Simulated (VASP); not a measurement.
# TePb (Fm-3m) in VASP: a series of runs

Aim: see how the results for TePb move with the level of theory and the settings. Levels: r2SCAN, LDA. Tasks: single point.

All numbers are computed with VASP 6.6.1; they aren't measurements. Logs are shortened: lines on timing, memory, paths and dates and some standing lists are left out, and cuts for length are marked.

**1. The cell of the first run**

Symmetry: Fm-3m, No. 225, cubic system. Conventional cell: a = 6.438 Å, b = 6.438 Å, c = 6.438 Å, α = 90.00°, β = 90.00°, γ = 90.00°. Pb (site symmetry m-3m) has 6 Te at 3.22 Å within 4.2 Å. Te (site symmetry m-3m) has 6 Pb at 3.22 Å within 4.2 Å.

**2. Single point, r2SCAN**

File POSCAR:

```
TePb
1.0
    0.0000000000      3.2190000000      3.2190000000
    3.2190000000      0.0000000000      3.2190000000
    3.2190000000      3.2190000000      0.0000000000
Pb Te
1 1
Direct
    0.0000000000      0.0000000000      0.0000000000
    0.5000000000      0.5000000000      0.5000000000
```

File INCAR.step1:

```
PREC = Accurate
ENCUT = 520
ISMEAR = 0
SIGMA = 0.01
LREAL = F
LASPH = T
NELM = 100
NBANDS = 17
GGA = PE
ALGO = Normal
EDIFF = 1E-4
LWAVE = T
LCHARG = F
```

File INCAR.step2:

```
PREC = Accurate
ENCUT = 520
EDIFF = 1E-6
ISMEAR = 0
SIGMA = 0.01
LREAL = F
LASPH = T
NELM = 100
ALGO = Normal
ISIF = 2
LWAVE = F
LCHARG = T
METAGGA = R2SCAN
LMIXTAU = T
LELF = T
LVHAR = T
NBANDS = 17
ISTART = 1
```

File KPOINTS:

```
Automatic mesh
0
Gamma
  8 8 8
```

Potentials or basis: VASP PAW PBE potentials, release 64 (Pb_d, Te).

Started as:

```sh
$ cat potpaw_PBE.64/Pb_d/POTCAR potpaw_PBE.64/Te/POTCAR > POTCAR
$ cp INCAR.step1 INCAR
$ mpirun -np 1 vasp_std > vasp.out
$ cp INCAR.step2 INCAR
$ mpirun -np 1 vasp_std > vasp.out
```

OUTCAR:

```text
PREC = Accurate
   ENCUT = 520
   EDIFF = 1E-6
   ISMEAR = 0
   LREAL = F
   LASPH = T
   NELM = 100
   ISIF = 2
   METAGGA = R2SCAN
   ISTART = 1

 ion  position               nearest neighbor table
   1  0.000  0.000  0.000-   2 3.22   2 3.22   2 3.22   2 3.22   2 3.22   2 3.22
   2  0.500  0.500  0.500-   1 3.22   1 3.22   1 3.22   1 3.22   1 3.22   1 3.22

  LATTYP: Found a face centered cubic cell.
 ALAT       =     6.4380000000

  Lattice vectors:

 A1 = (   0.0000000000,   3.2190000000,   3.2190000000)
 A2 = (   3.2190000000,   0.0000000000,   3.2190000000)
 A3 = (   3.2190000000,   3.2190000000,   0.0000000000)

Analysis of symmetry for initial positions (statically):
=====================================================================
 Subroutine PRICEL returns:
 Original cell was already a primitive cell.

 Routine SETGRP: Setting up the symmetry group for a
 face centered cubic supercell.

 Subroutine GETGRP returns: Found 48 space group operations
 (whereof 48 operations were pure point group operations)
 out of a pool of 48 trial point group operations.

The static configuration has the point symmetry O_h .

Analysis of symmetry for dynamics (positions and initial velocities):
=====================================================================
 Subroutine PRICEL returns:
 Original cell was already a primitive cell.

 Routine SETGRP: Setting up the symmetry group for a
 face centered cubic supercell.

 Subroutine GETGRP returns: Found 48 space group operations
 (whereof 48 operations were pure point group operations)
 out of a pool of 48 trial point group operations.

The dynamic configuration has the point symmetry O_h .

 Subroutine INISYM returns: Found 48 space group operations
 (whereof 48 operations are pure point group operations),
 and found     1 'primitive' translations

----------------------------------------------------------------------------------------

                                     Primitive cell

  volume of cell :      66.7103

  direct lattice vectors                    reciprocal lattice vectors
     0.000000000  3.219000000  3.219000000    -0.155327742  0.155327742  0.155327742
     3.219000000  0.000000000  3.219000000     0.155327742 -0.155327742  0.155327742
     3.219000000  3.219000000  0.000000000     0.155327742  0.155327742 -0.155327742

  length of vectors
     4.552353457  4.552353457  4.552353457     0.269035540  0.269035540  0.269035540

  position of ions in fractional coordinates (direct lattice)
     0.000000000  0.000000000  0.000000000
     0.500000000  0.500000000  0.500000000

  ion indices of the primitive-cell ions
   primitive index   ion index
                 1           1
                 2           2

----------------------------------------------------------------------------------------

 KPOINTS: Automatic mesh

Automatic generation of k-mesh.
 Grid dimensions read from file:
 generate k-points for:    8    8    8

 Generating k-lattice:

  Cartesian coordinates                     Fractional coordinates (reciprocal lattice)
    -0.019415968  0.019415968  0.019415968     0.125000000  0.000000000  0.000000000
     0.019415968 -0.019415968  0.019415968     0.000000000  0.125000000  0.000000000
     0.019415968  0.019415968 -0.019415968     0.000000000  0.000000000  0.125000000

  Length of vectors
     0.033629443  0.033629443  0.033629443

  Shift w.r.t. Gamma in fractional coordinates (k-lattice)
     0.000000000  0.000000000  0.000000000

 Subroutine IBZKPT returns following result:
 ===========================================

 Found     29 irreducible k-points:

 Following reciprocal coordinates:
            Coordinates               Weight
  0.000000  0.000000  0.000000      1.000000
  0.125000  0.000000  0.000000      8.000000
  0.250000  0.000000  0.000000      8.000000
  0.375000  0.000000  0.000000      8.000000
  0.500000  0.000000  0.000000      4.000000
  0.125000  0.125000  0.000000      6.000000
[... 16 lines left out ...]
  0.500000  0.250000  0.125000     48.000000
 -0.375000  0.250000  0.125000     24.000000
 [... further k-points ...]
   k-points           NKPTS =     29   k-points in BZ     NKDIM =     29   number of bands    NBANDS=     17
   number of dos      NEDOS =    301   number of ions     NIONS =      2
   total plane-waves  NPLWV =  46656
   dimension x,y,z NGX =    36 NGY =   36 NGZ =   36
   dimension x,y,z NGXF=    72 NGYF=   72 NGZF=   72
   ions per type =               1   1
   NGX,Y,Z   is equivalent  to a cutoff of  13.15, 13.15, 13.15 a.u.
   NGXF,Y,Z  is equivalent  to a cutoff of  26.29, 26.29, 26.29 a.u.
 SYSTEM =  unknown system
   PREC   = accura    normal or accurate (medium, high low for compatibility)
   ISTART =      1    job   : 0-new  1-cont  2-samecut
   ICHARG =      0    charge: 1-file 2-atom 10-const
   ISPIN  =      1    spin polarized calculation?
   LNONCOLLINEAR =      F non collinear calculations
   LSORBIT =      F    spin-orbit coupling
   LASPH  =      T    aspherical Exc in radial PAW
   ENCUT  =  520.0 eV  38.22 Ry    6.18 a.u.   8.46  8.46  8.46*2*pi/ulx,y,z
   NELM   =    100;   NELMIN=  2; NELMDL=  0     # of ELM steps
   EDIFF  = 0.1E-05   stopping-criterion for ELM
   LREAL  =      F    real-space projection
   EDIFFG = 0.1E-04   stopping-criterion for IOM
   NSW    =      0    number of steps for IOM
   IBRION =     -1    ionic relax: 0-MD 1-quasi-New 2-CG
   NFREE  =      0    steps in history (QN), initial steepest desc. (CG)
   ISIF   =      2    stress and relaxation
   ISYM   =      2    0-nonsym 1-usesym 2-fastsym
   POTIM  = 0.5000    time-step for ionic-motion
   TEBEG  =    0.0;   TEEND  =   0.0 temperature during run
   PSTRESS=    0.0 pullay stress
   NELECT =      20.0000    total number of electrons
   NUPDOWN=      -1.0000    fix difference up-down
   EMIN   =  10.00;   EMAX   =-10.00  energy-range for DOS
   EFERMI =   0.00;   METHOD = LEGACY
   ISMEAR =     0;   SIGMA  =   0.01  broadening in eV -4-tet -1-fermi 0-gaus
   EFERMI_NEDOS =   21; number of points for ismear=-14 and -15
   IALGO  =     38    algorithm
   IMIX   =      4    mixing-type and parameters
     AMIX     =   0.40;   BMIX     =  1.00
     AMIX_MAG =   1.60;   BMIX_MAG =  1.00
  volume/ion in A,a.u.               =      33.36       225.09
  Fermi-wavevector in a.u.,A,eV,Ry     =   1.095689  2.070551 16.334253  1.200534
  Thomas-Fermi vector in A             =   2.232017
   LORBIT       =      0    0 simple, 1 ext, 2 COOP (PROOUT), +10 PAW based schemes
   METAGGA = R2SCAN    functional components
   LHFCALC =     F    Hartree Fock is set to
   AEXX    =    0.0000 exact exchange contribution
   IVDW    =     0    specifies the selected vdW correction
   LEPSILON=     F    determine dielectric tensor
   LRPA    =     F    only Hartree local field effects (RPA)
 non-spin polarized calculation
 Gauss-broadening in eV      SIGMA  =   0.01
  energy-cutoff  :      520.00
  volume of cell :       66.71
 maximum number of plane-waves:      1814
 NGX is ok and might be reduce to    36
   NGX = 17   NGY = 17   NGZ = 17

 number of electron      20.0000001 magnetization

 Free energy of the ion-electron system (eV)
  ---------------------------------------------------
  ext. energy  EPLUGINS =         0.00000000
  ---------------------------------------------------
  free energy    TOTEN  =       -82.68632120 eV

  energy without entropy =      -82.68632120  energy(sigma->0) =      -82.68632120

 E-fermi :   5.7230     XC(G=0):  -9.8703

 val. band max:        5.6720060574   @ k =   0.5000   0.0000   0.0000
 cond. band min:       6.6669351318   @ k =   0.5000   0.0000   0.0000
 fundamental gap:      0.9949290744
 Fermi energy:         5.7230447912

 k-point     1 :       0.0000    0.0000    0.0000
  band No.  band energies     occupation
      1     -11.7331      2.00000
      2     -11.7331      2.00000
      3     -11.7199      2.00000
      4     -11.7199      2.00000
      5     -11.7199      2.00000
      6      -6.9563      2.00000
[... 9 lines left out ...]
     16      11.8135      0.00000
     17      13.4480      0.00000

 k-point     2 :       0.1250    0.0000    0.0000
  band No.  band energies     occupation
      1     -11.7352      2.00000
      2     -11.7352      2.00000
      3     -11.7195      2.00000
      4     -11.7177      2.00000
      5     -11.7177      2.00000
      6      -6.8132      2.00000
[... 9 lines left out ...]
     16      12.1197      0.00000
     17      14.5783      0.00000

 k-point     3 :       0.2500    0.0000    0.0000
  band No.  band energies     occupation
      1     -11.7414      2.00000
      2     -11.7414      2.00000
      3     -11.7186      2.00000
      4     -11.7114      2.00000
      5     -11.7114      2.00000
      6      -6.4009      2.00000
[... 9 lines left out ...]
     16      12.9512      0.00000
     17      16.6236      0.00000

 k-point     4 :       0.3750    0.0000    0.0000
  band No.  band energies     occupation
      1     -11.7479      2.00000
      2     -11.7479      2.00000
      3     -11.7179      2.00000
      4     -11.7046      2.00000
      5     -11.7046      2.00000
      6      -5.8048      2.00000
[... 9 lines left out ...]
     16      14.2188      0.00000
     17      16.9994      0.00000
[... 343 lines left out ...]
      1     -11.7592      2.00000
      2     -11.7347      2.00000
      3     -11.7211      2.00000
      4     -11.7070      2.00000
      5     -11.7058      2.00000
      6      -6.0565      2.00000
[... 9 lines left out ...]
     16      14.8648      0.00000
     17      15.1499      0.00000

 k-point    23 :       0.5000    0.2500    0.1250
  band No.  band energies     occupation
      1     -11.7657      2.00000
      2     -11.7400      2.00000
      3     -11.7172      2.00000
      4     -11.7056      2.00000
      5     -11.7012      2.00000
      6      -5.5222      2.00000
[... 9 lines left out ...]
     16      15.0838      0.00000
     17      16.3243      0.00000

 k-point    24 :      -0.3750    0.2500    0.1250
  band No.  band energies     occupation
      1     -11.7678      2.00000
      2     -11.7429      2.00000
      3     -11.7135      2.00000
      4     -11.7075      2.00000
      5     -11.6989      2.00000
      6      -5.1994      2.00000
[... 9 lines left out ...]
     16      15.9478      0.00000
     17      16.4419      0.00000

 [... further k-points ...]

------------------------ aborting loop because EDIFF is reached ----------------------------------------

  FORCE on cell =-STRESS in cart. coord.  units (eV):
  Direction    XX          YY          ZZ          XY          YZ          ZX
  --------------------------------------------------------------------------------------
  -------------------------------------------------------------------------------------
  Total        0.8694059      0.8694059      0.8694059      0.0000000      0.0000000     -0.0000000
  in kB       20.8804684     20.8804684     20.8804684      0.0000000      0.0000000     -0.0000000
  external PRESSURE =      20.8804684 kB  Pullay stress =       0.0000000 kB

 VOLUME and BASIS-vectors are now :
 -----------------------------------------------------------------------------
  energy-cutoff  :      520.00
  volume of cell :       66.71
      direct lattice vectors                 reciprocal lattice vectors
     0.000000000  3.219000000  3.219000000    -0.155327742  0.155327742  0.155327742
     3.219000000  0.000000000  3.219000000     0.155327742 -0.155327742  0.155327742
     3.219000000  3.219000000  0.000000000     0.155327742  0.155327742 -0.155327742

 POSITION                                       TOTAL-FORCE (eV/Angst)
 -----------------------------------------------------------------------------------
      0.00000      0.00000      0.00000         0.000000      0.000000     -0.000000
      3.21900      3.21900      3.21900         0.000000      0.000000      0.000000
 -----------------------------------------------------------------------------------
    total drift:                               -0.000000      0.000000      0.000000

  FREE ENERGIE OF THE ION-ELECTRON SYSTEM (eV)
  ---------------------------------------------------
  free  energy   TOTEN  =       -82.6863211958 eV

  energy  without entropy=      -82.6863211958  energy(sigma->0) =      -82.68632120
```

It took 54 s on 1 thread of Intel Xeon 6975P-C (Granite Rapids), shared host; peak memory 0.23 GiB.

Results:

- Free energy: -82.6863 eV
- Pressure: 2.1 GPa
- Band gap on the k mesh: 0.99 eV

Levels at points of the mesh, in eV from the valence-band top:
```csv
k point,band 8,band 9,band 10,band 11,band 12,band 13
"(0.00, 0.00, 0.00)",-1.55,-1.55,-1.55,4.35,4.35,4.35
"(0.50, 0.00, 0.00)",-1.07,-1.07,0.00,0.99,1.37,1.37
"(0.50, 0.50, 0.00)",-4.80,-3.05,-3.05,3.52,5.86,5.86
```

Caveat: the PAW data sets were made with another functional, which shifts forces and pressure a little; spin-orbit coupling is left out, which moves the levels of the heavy elements.

**3. Single point, LDA, non-collinear spin, zero start, spin-orbit coupling**

File INCAR:

```
  PREC = Accurate
  ENCUT = 520
  EDIFF = 1E-6
  ISMEAR = 0
  SIGMA = 0.01
  LREAL = False
  LASPH = True
  NELM = 150
  ALGO = Normal
  ISIF = 2
  LWAVE = False
  LCHARG = True
  MAGMOM = 0 0 0 0 0 0
  LORBIT = 11
  LSORBIT = True
  GGA_COMPAT = False
  LORBMOM = True
  GGA = CA
  LVHAR = True
  NBANDS = 32
```

KPOINTS is that of step 2.

POSCAR is that of step 2.

Potentials or basis: VASP PAW LDA potentials, release 64 (Pb_d, Te).

Started as:

```sh
$ cat potpaw_LDA.64/Pb_d/POTCAR potpaw_LDA.64/Te/POTCAR > POTCAR
$ mpirun -np 1 vasp_ncl > vasp.out
```

It took 63 s on 1 thread of Intel Xeon 6975P-C (Granite Rapids), shared host; peak memory 0.34 GiB.

It converged, with:

```yaml
Free_energy: -9.3231 eV
Pressure: -1.3 GPa
Net_moment: 0.00 μB per cell
Valence_electrons_inside_the_program's_atomic_spheres: Pb 11.90; Te 3.39
```

Moments on the atoms (μB; x, y, z):
```
Pb  0.00 0.00 0.00
Te  0.00 0.00 0.00
```
